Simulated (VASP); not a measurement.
# SiC (P6_3mc) in VASP: further runs, part 2 of 2

VASP 6.6.1.

### Step 4. Electric field gradients, PBEsol (volume scaled by 1.06)

INCAR reads:

```
ALGO = Normal
EDIFF = 1E-8
ENCUT = 520
GGA = PS
ISIF = 2
ISMEAR = -1
LASPH = True
LCHARG = False
LEFG = True
LREAL = False
LWAVE = False
NBANDS = 16
NELM = 100
PREC = Accurate
SIGMA = 0.08
```

KPOINTS reads:

```
k-points
0
Gamma
  15 15 8
```

POSCAR reads:

```
SiC
1.0
    3.1363272130      0.0000000000      0.0000000000
   -1.5681636065      2.7161390411      0.0000000000
    0.0000000000      0.0000000000      5.1470055276
Si C
2 2
Direct
    0.3333333333      0.6666666667      0.0000000000
    0.6666666667      0.3333333333      0.5000000000
    0.3333333333      0.6666666667      0.3850000000
    0.6666666667      0.3333333333      0.8850000000
```

Potentials or basis: VASP PAW PBE potentials, release 64 (Si, C).

Command:

```bash
$ cat potpaw_PBE.64/Si/POTCAR potpaw_PBE.64/C/POTCAR > POTCAR
$ mpirun -np 1 vasp_std > vasp.out
```

OUTCAR:

```text
EDIFF = 1E-8
   ENCUT = 520
   GGA = PS
   ISIF = 2
   ISMEAR = -1
   LASPH = True
   LREAL = False
   NELM = 100
   PREC = Accurate

 ion  position               nearest neighbor table
   1  0.333  0.667  0.000-   4 1.91   4 1.91   4 1.91   3 1.98   2 3.15   2 3.15   2 3.15   2 3.15
                             2 3.15   2 3.15
   2  0.667  0.333  0.500-   3 1.91   3 1.91   3 1.91   4 1.98   1 3.15   1 3.15   1 3.15   1 3.15
                             1 3.15   1 3.15
   3  0.333  0.667  0.385-   2 1.91   2 1.91   2 1.91   1 1.98
   4  0.667  0.333  0.885-   1 1.91   1 1.91   1 1.91   2 1.98

  LATTYP: Found a hexagonal cell.
 ALAT       =     3.1363272130
[... 689 lines left out ...]
 ion       V_xx      V_yy      V_zz      V_xy      V_xz      V_yz
---------------------------------------------------------------------
   1      -8.061    -8.061    16.122    -0.000     0.000    -0.000
   2      -8.061    -8.061    16.122    -0.000    -0.000     0.000
   3      -1.307    -1.307     2.614    -0.001     0.000    -0.000
   4      -1.307    -1.307     2.614    -0.001    -0.000     0.000
---------------------------------------------------------------------

 Electric field gradients after diagonalization (V/A^2)
 (convention: |V_zz| > |V_xx| > |V_yy|)
----------------------------------------------------------------------
 ion       V_xx      V_yy      V_zz     asymmetry (V_yy - V_xx)/ V_zz
----------------------------------------------------------------------
   1      -8.061    -8.061    16.122       0.000
   2      -8.061    -8.061    16.122       0.000
   3      -1.308    -1.306     2.614       0.000
   4      -1.308    -1.306     2.614       0.000
----------------------------------------------------------------------

           NMR quadrupolar parameters

 Cq : quadrupolar parameter    Cq=e*Q*V_zz/h
 eta: asymmetry parameters     (V_yy - V_xx)/ V_zz
 Q  : nuclear electric quadrupole moment in mb (millibarn)
----------------------------------------------------------------------
 ion       Cq(MHz)       eta       Q (mb)
----------------------------------------------------------------------
   1       0.039       0.000       1.000
   2       0.039       0.000       1.000
   3       0.006       0.000       1.000
   4       0.006       0.000       1.000
----------------------------------------------------------------------
```

OSZICAR:

```text
N       E                     dE             d eps       ncg     rms          rms(c)
DAV:   1     0.229376018081E+02    0.22938E+02   -0.70573E+03  4320   0.890E+02
DAV:   2    -0.324198025180E+02   -0.55357E+02   -0.50549E+02  6104   0.154E+02
DAV:   3    -0.349909605294E+02   -0.25712E+01   -0.25597E+01  5704   0.306E+01
DAV:   4    -0.350112936652E+02   -0.20333E-01   -0.20329E-01  5240   0.332E+00
DAV:   5    -0.350115028377E+02   -0.20917E-03   -0.20917E-03  5600   0.319E-01    0.116E+01
DAV:   6    -0.318042128431E+02    0.32073E+01   -0.56967E+00  5504   0.145E+01    0.523E+00
DAV:   7    -0.317329992147E+02    0.71214E-01   -0.92025E-01  6160   0.553E+00    0.231E+00
DAV:   8    -0.317048529193E+02    0.28146E-01   -0.48062E-02  4936   0.136E+00    0.552E-01
DAV:   9    -0.317015201883E+02    0.33327E-02   -0.64367E-03  5584   0.535E-01    0.116E-01
DAV:  10    -0.317016885848E+02   -0.16840E-03   -0.74885E-04  5144   0.159E-01    0.548E-02
DAV:  11    -0.317016961636E+02   -0.75788E-05   -0.48434E-05  5368   0.492E-02    0.113E-02
DAV:  12    -0.317016963146E+02   -0.15096E-06   -0.45297E-06  5424   0.138E-02    0.406E-03
DAV:  13    -0.317016964354E+02   -0.12084E-06   -0.63798E-07  5704   0.513E-03    0.231E-03
DAV:  14    -0.317016964185E+02    0.16871E-07   -0.57826E-08  5160   0.161E-03    0.122E-03
DAV:  15    -0.317016964192E+02   -0.67689E-09   -0.14925E-08  4120   0.745E-04
   1 F= -.31701696E+02 E0= -.31701696E+02  d E =-.124902E-07
```

stdout:

```text
POSCAR found type information on POSCAR SiC
 POSCAR found :  2 types and       4 ions
 scaLAPACK will be used
 -----------------------------------------------------------------------------
|                                                                             |
|                                                                             |
|     You enforced a specific xc type in the INCAR file but a different       |
|     I HOPE YOU KNOW WHAT YOU ARE DOING!                                     |
|                                                                             |
 -----------------------------------------------------------------------------

 LDA part: xc-table for (Slater+PW92), standard interpolation
 POSCAR, INCAR and KPOINTS ok, starting setup
 FFT: planning ... GRIDC
 FFT: planning ... GRID_SOFT
 FFT: planning ... GRID
 WAVECAR not read
 entering main loop
ion   1

ion   2

ion   3

ion   4
```

Wall time 27 s (1 thread of Intel Xeon 6975P-C (Granite Rapids), shared host); peak memory 0.2 GiB.

Results:

- Free energy: -31.7017 eV
- Pressure: -11.0 GPa
- Largest force: 0.664 eV/Å
- Band gap on the k mesh: 2.26 eV, indirect (least direct gap 3.85 eV)

Forces in eV/Å, atoms in the order of the input:
```
Si   0.000  0.000  0.664
Si   0.000  0.000  0.664
C    0.000  0.000 -0.664
C    0.000  0.000 -0.664
```

Levels at points of the mesh, in eV from the valence-band top:
```
           k point  band 4  band 5  band 6  band 7  band 8  band 9  band 10  band 11  band 12  band 13
(0.00, 0.00, 0.00)   -1.53   -1.53   -0.27   -0.27    0.00    4.07     5.36     6.11     6.11     6.99
(0.00, 0.00, 0.50)   -4.37   -0.95   -0.95   -0.95   -0.95    5.14     5.14     6.79     6.79     6.79
```

Electric field gradients, principal values (V/Å²):
```csv
atom,least,middle,greatest (by size)
1 Si,-8.061,-8.061,16.122
2 Si,-8.061,-8.061,16.122
3 C,-1.306,-1.308,2.614
4 C,-1.306,-1.308,2.614
```

Caveat: the cell differs from its parent crystal (volume scaled by 1.06); without QUAD_EFG the Cq values of the log hold for a quadrupole moment of 1 mb, not for the nuclei; the PAW data sets were made with another functional, which shifts forces and pressure a little.

### Step 5. Density of states, PBEsol

This run uses another cell than the first one, of 10.34 Å³/atom, 1.010 times its volume.

POSCAR reads:

```
SiC
1.0
    3.0759982064      0.0000000000      0.0000000000
   -1.5379991032      2.6638925888      0.0000000000
    0.0000000000      0.0000000000      5.0480000000
Si C
2 2
Direct
    0.3333333333      0.6666666667      0.0000000000
    0.6666666667      0.3333333333      0.5000000000
    0.3333333333      0.6666666667      0.3850000000
    0.6666666667      0.3333333333      0.8850000000
```

INCAR.step1 reads:

```
ALGO     = Normal         # electronic algorithm
EDIFF    = 1E-6           # SCF threshold, eV
ENCUT    = 520            # plane-wave cutoff, eV
GGA      = PS             # functional
ISIF     = 2              # what is computed and relaxed
ISMEAR   = -1             # smearing method
LASPH    = T              # aspherical terms in the spheres
LCHARG   = T              # write CHGCAR
LREAL    = F              # projectors in reciprocal space
LWAVE    = F              # write WAVECAR
NBANDS   = 16             # bands
NELM     = 80             # most SCF steps
PREC     = Accurate       # precision mode
SIGMA    = 0.08           # smearing width, eV
```

KPOINTS.step1 reads:

```
k-points
0
Gamma
  15 15 8
```

INCAR.step2 reads:

```
ALGO     = Normal         # electronic algorithm
EDIFF    = 1E-6           # SCF threshold, eV
ENCUT    = 520            # plane-wave cutoff, eV
GGA      = PS             # functional
ICHARG   = 11             # starting density
ISIF     = 2              # what is computed and relaxed
ISMEAR   = -5             # smearing method
LASPH    = T              # aspherical terms in the spheres
LCHARG   = F              # write CHGCAR
LORBIT   = 11             # projections on sites
LREAL    = F              # projectors in reciprocal space
LWAVE    = F              # write WAVECAR
NBANDS   = 16             # bands
NEDOS    = 2001           # points of the DOS
NELM     = 80             # most SCF steps
PREC     = Accurate       # precision mode
SIGMA    = 0.08           # smearing width, eV
```

KPOINTS.step2 reads:

```
k-points
0
Gamma
  23 23 12
```

Command:

```bash
$ cat potpaw_PBE.64/Si/POTCAR potpaw_PBE.64/C/POTCAR > POTCAR
$ cp INCAR.step1 INCAR
$ cp KPOINTS.step1 KPOINTS
$ mpirun -np 1 vasp_std > vasp.out
$ cp INCAR.step2 INCAR
$ cp KPOINTS.step2 KPOINTS
$ mpirun -np 1 vasp_std > vasp.out
```

Run time: 2.3 min. Hardware: 1 thread of AMD EPYC 7R13 (Zen 3), shared host; peak memory 0.29 GiB.

The run converged. Its results:

- Valence electrons inside the program's atomic spheres: Si 1.68; C 2.54

Levels at points of the mesh, in eV from the valence-band top:
```csv
k point,band 4,band 5,band 6,band 7,band 8,band 9,band 10,band 11,band 12,band 13
"(0.00, 0.00, 0.00)",-1.56,-1.56,-0.27,-0.27,0.00,4.57,5.97,6.44,6.44,7.49
"(0.00, 0.00, 0.50)",-4.48,-0.96,-0.96,-0.96,-0.96,5.65,5.65,7.10,7.10,7.10
```

Caveat: the PAW data sets were made with another functional, which shifts forces and pressure a little.

### Step 6. Overview

```csv
task,cell,k mesh for the DOS,occupations for the DOS,gap on the mesh (eV),pressure (GPa),largest force (eV/Å)
electric field gradients,"a = 3.066, b = 3.066, c = 5.031 Å, angles 90.0, 90.0, 120.0°, 4 atoms",-,-,2.14,2.9,0.77
electric field gradients,"a = 3.096, b = 3.096, c = 5.081 Å, angles 90.0, 90.0, 120.0°, 4 atoms",-,-,2.20,-3.6,0.72
electric field gradients,"a = 3.136, b = 3.136, c = 5.147 Å, angles 90.0, 90.0, 120.0°, 4 atoms",-,-,2.26,-11.0,0.66
density of states,"a = 3.076, b = 3.076, c = 5.048 Å, angles 90.0, 90.0, 120.0°, 4 atoms",23 × 23 × 12,tetrahedron,-,-,-
```

Alike in all rows: level PBEsol; potentials or basis VASP PAW PBE potentials, release 64 (Si, C); no spin polarisation; k mesh 15 × 15 × 8; cutoff (eV) 520; smearing fermi-dirac 0.08 eV.

Caveats: the PAW data sets were made with another functional, which shifts forces and pressure a little.

Absolute energies hang on the potentials; compare differences alone.
